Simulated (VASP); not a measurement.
# TiO2 (P-1) in VASP: single point with PBE

Aim: the single point of TiO2 with PBE.

Program: VASP 6.6.1. These are calculated values, not measurements. Logs are shortened: lines on timing, memory, paths and dates and some standing lists are left out, and cuts for length are marked.

### 1 The cell of the first run

The typed cell holds 12 atoms: a = 3.799 Å, b = 3.799 Å, c = 9.952 Å, α = 99.15°, β = 80.85°, γ = 90.00°.

### 2 Single point, PBE

Contents of INCAR:

```
SYSTEM = TiO2
PREC     = Accurate       ! precision mode
ENCUT    = 520            ! plane-wave cutoff, eV
EDIFF    = 1E-6           ! SCF threshold, eV
ISMEAR   = 0              ! smearing method
SIGMA    = 0.05           ! smearing width, eV
LREAL    = .FALSE.        ! projectors in reciprocal space
LASPH    = .TRUE.         ! aspherical terms in the spheres
NELM     = 80             ! most SCF steps
ALGO     = Normal         ! electronic algorithm
ISIF     = 2              ! what is computed and relaxed
LWAVE    = .FALSE.        ! write WAVECAR
LCHARG   = .FALSE.        ! write CHGCAR
GGA      = PE             ! functional
NBANDS   = 60             ! bands
```

Contents of KPOINTS:

```
regular mesh
0
G
  7 7 3
  0 0 0
```

Contents of POSCAR:

```
TiO2
1.0
   -3.7992225376      0.0000000000      0.0000000000
    0.0000000000     -3.7992225376      0.0000000000
   -1.5831360314      1.5831360314      9.6968968543
Ti O
4 8
Direct
   -0.2604375000      1.2604375000      0.6250000000
    0.4479125000      0.5520875000      0.1250000000
    0.3437375000      0.1562625000      0.3750000000
   -0.3646125000      0.8646125000      0.8750000000
   -0.3464888527      0.3464888527      0.8315067260
    0.3618611473      0.6381388527      0.3315067260
    0.2576861473      0.2423138527      0.5815067260
   -0.0339638527      0.5339638527      0.0815067260
    0.4297888527      0.0702111473      0.1684932740
   -0.2785611473      0.7785611473      0.6684932740
   -0.1743861473      0.1743861473      0.4184932740
    0.1172638527      0.8827361473      0.9184932740
```

Potentials or basis: VASP PAW PBE potentials, release 64 (Ti_sv, O).

Run with:

```
$ cat potpaw_PBE.64/Ti_sv/POTCAR potpaw_PBE.64/O/POTCAR > POTCAR
$ mpirun -np 1 vasp_std > vasp.out
```

OUTCAR:

```text
SYSTEM = TiO2
   PREC = Accurate
   ENCUT = 520
   EDIFF = 1E-6
   ISMEAR = 0
   LREAL = .FALSE.
   LASPH = .TRUE.
   NELM = 80
   ISIF = 2
   GGA = PE

 ion  position               nearest neighbor table
   1  0.740  0.260  0.625-   7 1.95  10 1.95   7 1.95  10 1.95   5 2.00  11 2.00
   2  0.448  0.552  0.125-   8 1.95   9 1.95   8 1.95   9 1.95   6 2.00   4 2.91
   3  0.344  0.156  0.375-  11 1.95   6 1.95   6 1.95  11 1.95   9 2.00   7 2.00
   4  0.635  0.865  0.875-   5 1.95  12 1.95   5 1.95  12 1.95  10 2.00   2 2.91
   5  0.654  0.346  0.832-   4 1.95   4 1.95   1 2.00
   6  0.362  0.638  0.332-   3 1.95   3 1.95   2 2.00
   7  0.258  0.242  0.582-   1 1.95   1 1.95   3 2.00
   8  0.966  0.534  0.082-   2 1.95   2 1.95
   9  0.430  0.070  0.168-   2 1.95   2 1.95   3 2.00
  10  0.721  0.779  0.668-   1 1.95   1 1.95   4 2.00
  11  0.826  0.174  0.418-   3 1.95   3 1.95   1 2.00
  12  0.117  0.883  0.918-   4 1.95   4 1.95

  LATTYP: Found a base centered monoclinic cell.
 ALAT       =     5.3729120391
 B/A-ratio  =     1.0000000000
 C/A-ratio  =     1.8522557529
 COS(beta)  =    -0.2249689328

  Lattice vectors:

 A1 = (   0.0000000000,  -3.7992225376,   0.0000000000)
 A2 = (   3.7992225376,   0.0000000000,   0.0000000000)
 A3 = (  -1.5831360314,   1.5831360314,   9.6968968543)

Analysis of symmetry for initial positions (statically):
=====================================================================
 Subroutine PRICEL returns:
 Original cell was already a primitive cell.

 Routine SETGRP: Setting up the symmetry group for a
 base centered monoclinic supercell.

 Subroutine GETGRP returns: Found  2 space group operations
 (whereof  1 operations were pure point group operations)
 out of a pool of  4 trial point group operations.

The static configuration has the point symmetry C_1 .
 The point group associated with its full space group is S_2 .

Analysis of symmetry for dynamics (positions and initial velocities):
=====================================================================
 Subroutine PRICEL returns:
 Original cell was already a primitive cell.

 Routine SETGRP: Setting up the symmetry group for a
 base centered monoclinic supercell.

 Subroutine GETGRP returns: Found  2 space group operations
 (whereof  1 operations were pure point group operations)
 out of a pool of  4 trial point group operations.

The dynamic configuration has the point symmetry C_1 .
 The point group associated with its full space group is S_2 .

 Subroutine INISYM returns: Found  2 space group operations
 (whereof  1 operations are pure point group operations),
 and found     1 'primitive' translations

----------------------------------------------------------------------------------------

                                     Primitive cell

  volume of cell :     139.9659

  direct lattice vectors                    reciprocal lattice vectors
    -3.799222538  0.000000000  0.000000000    -0.263211747  0.000000000 -0.042972510
     0.000000000 -3.799222538  0.000000000     0.000000000 -0.263211747  0.042972510
    -1.583136031  1.583136031  9.696896854     0.000000000  0.000000000  0.103125775

  length of vectors
     3.799222538  3.799222538  9.952007234     0.266696570  0.266696570  0.103125775

  position of ions in fractional coordinates (direct lattice)
     0.739562500  0.260437500  0.625000000
     0.447912500  0.552087500  0.125000000
     0.343737500  0.156262500  0.375000000
     0.635387500  0.864612500  0.875000000
     0.653511147  0.346488853  0.831506726
     0.361861147  0.638138853  0.331506726
     0.257686147  0.242313853  0.581506726
     0.966036147  0.533963853  0.081506726
     0.429788853  0.070211147  0.168493274
     0.721438853  0.778561147  0.668493274
     0.825613853  0.174386147  0.418493274
     0.117263853  0.882736147  0.918493274

  ion indices of the primitive-cell ions
   primitive index   ion index
                 1           1
                 2           2
                 3           3
                 4           4
                 5           5
                 6           6
                 7           7
                 8           8
                 9           9
                10          10
                11          11
                12          12

----------------------------------------------------------------------------------------

 KPOINTS: regular mesh

Automatic generation of k-mesh.
 Grid dimensions read from file:
 generate k-points for:    7    7    3

 Generating k-lattice:

  Cartesian coordinates                     Fractional coordinates (reciprocal lattice)
    -0.037601678  0.000000000 -0.006138930     0.142857143  0.000000000  0.000000000
     0.000000000 -0.037601678  0.006138930     0.000000000  0.142857143  0.000000000
     0.000000000  0.000000000  0.034375258     0.000000000  0.000000000  0.333333333

  Length of vectors
     0.038099510  0.038099510  0.034375258

  Shift w.r.t. Gamma in fractional coordinates (k-lattice)
     0.000000000  0.000000000  0.000000000

 Subroutine IBZKPT returns following result:
 ===========================================

 Found     74 irreducible k-points:

 Following reciprocal coordinates:
            Coordinates               Weight
  0.000000  0.000000  0.000000      1.000000
  0.142857  0.000000  0.000000      2.000000
  0.000000  0.142857 -0.000000      2.000000
  0.285714  0.000000  0.000000      2.000000
  0.000000  0.285714  0.000000      2.000000
  0.428571  0.000000  0.000000      2.000000
[... 16 lines left out ...]
 -0.285714  0.285714  0.000000      2.000000
  0.428571  0.428571  0.000000      2.000000
 [... further k-points ...]
   k-points           NKPTS =     74   k-points in BZ     NKDIM =     74   number of bands    NBANDS=     60
   number of dos      NEDOS =    301   number of ions     NIONS =     12
   total plane-waves  NPLWV =  62720
   dimension x,y,z NGX =    28 NGY =   28 NGZ =   80
   dimension x,y,z NGXF=    56 NGYF=   56 NGZF=  160
   ions per type =               4   8
   NGX,Y,Z   is equivalent  to a cutoff of  12.25, 12.25, 13.36 a.u.
   NGXF,Y,Z  is equivalent  to a cutoff of  24.50, 24.50, 26.73 a.u.
 SYSTEM =  TiO2
   PREC   = accura    normal or accurate (medium, high low for compatibility)
   ISTART =      0    job   : 0-new  1-cont  2-samecut
   ICHARG =      2    charge: 1-file 2-atom 10-const
   ISPIN  =      1    spin polarized calculation?
   LNONCOLLINEAR =      F non collinear calculations
   LSORBIT =      F    spin-orbit coupling
   LASPH  =      T    aspherical Exc in radial PAW
   ENCUT  =  520.0 eV  38.22 Ry    6.18 a.u.   7.06  7.06 18.50*2*pi/ulx,y,z
   NELM   =     80;   NELMIN=  2; NELMDL= -5     # of ELM steps
   EDIFF  = 0.1E-05   stopping-criterion for ELM
   LREAL  =      F    real-space projection
   EDIFFG = 0.1E-04   stopping-criterion for IOM
   NSW    =      0    number of steps for IOM
   IBRION =     -1    ionic relax: 0-MD 1-quasi-New 2-CG
   NFREE  =      0    steps in history (QN), initial steepest desc. (CG)
   ISIF   =      2    stress and relaxation
   ISYM   =      2    0-nonsym 1-usesym 2-fastsym
   POTIM  = 0.5000    time-step for ionic-motion
   TEBEG  =    0.0;   TEEND  =   0.0 temperature during run
   PSTRESS=    0.0 pullay stress
   NELECT =      96.0000    total number of electrons
   NUPDOWN=      -1.0000    fix difference up-down
   EMIN   =  10.00;   EMAX   =-10.00  energy-range for DOS
   EFERMI =   0.00;   METHOD = LEGACY
   ISMEAR =     0;   SIGMA  =   0.05  broadening in eV -4-tet -1-fermi 0-gaus
   EFERMI_NEDOS =   21; number of points for ismear=-14 and -15
   IALGO  =     38    algorithm
   IMIX   =      4    mixing-type and parameters
     AMIX     =   0.40;   BMIX     =  1.00
     AMIX_MAG =   1.60;   BMIX_MAG =  1.00
  volume/ion in A,a.u.               =      11.66        78.71
  Fermi-wavevector in a.u.,A,eV,Ry     =   1.443747  2.728287 28.360066  2.084406
  Thomas-Fermi vector in A             =   2.562120
   LORBIT       =      0    0 simple, 1 ext, 2 COOP (PROOUT), +10 PAW based schemes
   GGA     = PE    functional components
   LHFCALC =     F    Hartree Fock is set to
   AEXX    =    0.0000 exact exchange contribution
   IVDW    =     0    specifies the selected vdW correction
   LEPSILON=     F    determine dielectric tensor
   LRPA    =     F    only Hartree local field effects (RPA)
 non-spin polarized calculation
 Gauss-broadening in eV      SIGMA  =   0.05
  energy-cutoff  :      520.00
  volume of cell :      139.97
 maximum number of plane-waves:      3788
   NGX = 15   NGY = 15   NGZ = 37

 number of electron      96.0000015 magnetization

 Free energy of the ion-electron system (eV)
  ---------------------------------------------------
  ext. energy  EPLUGINS =         0.00000000
  ---------------------------------------------------
  free energy    TOTEN  =      -104.38920829 eV

  energy without entropy =     -104.38920829  energy(sigma->0) =     -104.38920829

 E-fermi :   4.6956     XC(G=0): -10.6715

 val. band max:        4.3905126239   @ k =   0.1429   0.4286   0.3333
 cond. band min:       5.2183163304   @ k =   0.0000   0.0000   0.0000
 fundamental gap:      0.8278037065
 Fermi energy:         4.6956107629

 k-point     1 :       0.0000    0.0000    0.0000
  band No.  band energies     occupation
      1     -53.4517      2.00000
      2     -53.4261      2.00000
      3     -53.1340      2.00000
      4     -53.1108      2.00000
      5     -29.8438      2.00000
      6     -29.6773      2.00000
[... 52 lines left out ...]
     59       7.2602      0.00000
     60       7.3011      0.00000

 k-point     2 :       0.1429    0.0000    0.0000
  band No.  band energies     occupation
      1     -53.4501      2.00000
      2     -53.4270      2.00000
      3     -53.1336      2.00000
      4     -53.1104      2.00000
      5     -29.8431      2.00000
      6     -29.7191      2.00000
[... 1383 lines left out ...]
      4     -53.1110      2.00000
      5     -29.8317      2.00000
      6     -29.8160      2.00000
[... 52 lines left out ...]
     59       7.7828      0.00000
     60       8.1007      0.00000

 [... further k-points ...]

------------------------ aborting loop because EDIFF is reached ----------------------------------------

  FORCE on cell =-STRESS in cart. coord.  units (eV):
  Direction    XX          YY          ZZ          XY          YZ          ZX
  --------------------------------------------------------------------------------------
  -------------------------------------------------------------------------------------
  Total      -15.1889213      7.2808354      2.3907002      1.3955288      2.8146056      1.5295909
  in kB     -173.8662444     83.3430818     27.3661348     15.9744952     32.2185426     17.5090924
  external PRESSURE =     -21.0523426 kB  Pullay stress =       0.0000000 kB

 VOLUME and BASIS-vectors are now :
 -----------------------------------------------------------------------------
  energy-cutoff  :      520.00
  volume of cell :      139.97
      direct lattice vectors                 reciprocal lattice vectors
    -3.799222538  0.000000000  0.000000000    -0.263211747  0.000000000 -0.042972510
     0.000000000 -3.799222538  0.000000000     0.000000000 -0.263211747  0.042972510
    -1.583136031  1.583136031  9.696896854     0.000000000  0.000000000  0.103125775

 POSITION                                       TOTAL-FORCE (eV/Angst)
 -----------------------------------------------------------------------------------
     -3.79922     -0.00000      6.06056         0.003134     -0.013683      0.003078
     -1.89961     -1.89961      1.21211         0.197833      0.452964      2.015162
     -1.89961     -0.00000      3.63634        -0.003134      0.013683     -0.003078
     -3.79922     -1.89961      8.48478        -0.197833     -0.452964     -2.015162
     -3.79922      0.00000      8.06303         0.158016     -0.101376      0.583053
     -1.89961     -1.89961      3.21459        -0.009305      0.002363     -0.398247
     -1.89961      0.00000      5.63881         0.002260     -0.000602     -0.164264
     -3.79922     -1.89961      0.79036         1.075027      0.802335      1.413407
     -1.89961     -0.00000      1.63386        -0.158016      0.101376     -0.583053
     -3.79922     -1.89961      6.48231         0.009305     -0.002363      0.398247
     -3.79922     -0.00000      4.05809        -0.002260      0.000602      0.164264
     -1.89961     -1.89961      8.90653        -1.075027     -0.802335     -1.413407
 -----------------------------------------------------------------------------------
    total drift:                                0.000152     -0.000146      0.000032

  FREE ENERGIE OF THE ION-ELECTRON SYSTEM (eV)
  ---------------------------------------------------
  free  energy   TOTEN  =      -104.3892082898 eV

  energy  without entropy=     -104.3892082898  energy(sigma->0) =     -104.38920829
```

Wall time 15 min (1 thread of Intel Xeon Platinum 8259CL at 2.50GHz (Skylake/Cascade Lake), shared host); peak memory 0.53 GiB.

Results:

| Property | Result |
| --- | --- |
| Free energy | -104.3892 eV |
| Pressure | -2.1 GPa |
| Largest force | 2.075 eV/Å |
| Band gap on the k mesh | 0.83 eV (least direct gap 0.84 eV) |

Forces in eV/Å, atoms in the order of the input:
```
Ti   0.003 -0.014  0.003
Ti   0.198  0.453  2.015
Ti  -0.003  0.014 -0.003
Ti  -0.198 -0.453 -2.015
O    0.158 -0.101  0.583
O   -0.009  0.002 -0.398
O    0.002 -0.001 -0.164
O    1.075  0.802  1.413
O   -0.158  0.101 -0.583
O    0.009 -0.002  0.398
O   -0.002  0.001  0.164
O   -1.075 -0.802 -1.413
```

Caveat: an odd mesh through Γ misses points on the zone boundary, where band edges can lie; forces of over 1 eV/Å act on the atoms, so gaps and moduli don't describe the material at rest.
